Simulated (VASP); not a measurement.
The system is LiGeH3.

```
Li Ge H
1.0
     3.74762    0.00000    0.00000
     0.00000    3.74762    0.00000
     0.00000    0.00000    3.74762
Li Ge H
1 1 3
Direct
  0.50000 0.50000 0.50000
  0.00000 0.00000 0.00000
  0.00000 0.50000 0.50000
  0.50000 0.50000 0.00000
  0.50000 0.00000 0.50000
```

The cell was generated, and may not be a known phase.

* Program: VASP 6.6.1
* Task: relaxation of cell and atoms
* Functional: PBE
* Potentials or basis: VASP PAW PBE potentials, release 64 (Li_sv, Ge_d, H)
* Cutoff: 600 eV
* k mesh: 4 × 4 × 4
* Occupations: gaussian, width 0.1 eV
* Spin: no spin polarisation

At the start: pressure -6.8 GPa; volume 10.53 Å³/atom.

Problem. How do energy, volume and symmetry change on relaxing?

Solution. Over 3 steps the energy falls by 41.0 meV/atom and the volume is 8.85 Å³/atom (-15.9 %); space group Pm-3m (No. 221, to 0.1 Å) before and after.

Step by step:
```csv
step,energy change (eV),largest force (eV/Å),pressure (GPa),volume (Å³)
1,0.0000,0.0000,-6.79,52.63
2,-0.1217,0.0000,-4.90,49.31
3,-0.2048,0.0000,-0.24,44.26
```

Final structure:
```cif
data_structure
_symmetry_space_group_name_H-M 'P 1'
_symmetry_Int_Tables_number 1
_cell_length_a 3.5373
_cell_length_b 3.5373
_cell_length_c 3.5373
_cell_angle_alpha 90.000
_cell_angle_beta 90.000
_cell_angle_gamma 90.000
_cell_volume 44.26
loop_
_atom_site_label
_atom_site_type_symbol
_atom_site_fract_x
_atom_site_fract_y
_atom_site_fract_z
_atom_site_occupancy
Li1 Li 0.50000 0.50000 0.50000 1
Ge1 Ge 0.00000 0.00000 0.00000 1
H1 H 0.00000 0.50000 0.50000 1
H2 H 0.50000 0.50000 0.00000 1
H3 H 0.50000 0.00000 0.50000 1
```

Caveat: the k points lie up to 0.44 Å⁻¹ apart in the final cell, too coarse for converged energies and pressures of a metal; the cutoff is under 1.25 times the usual one of these potentials, so pressure, stress and relaxed cells hold a basis-set (Pulay) error; the volume moved by over 15 % at a fixed basis, so the end points are rough.
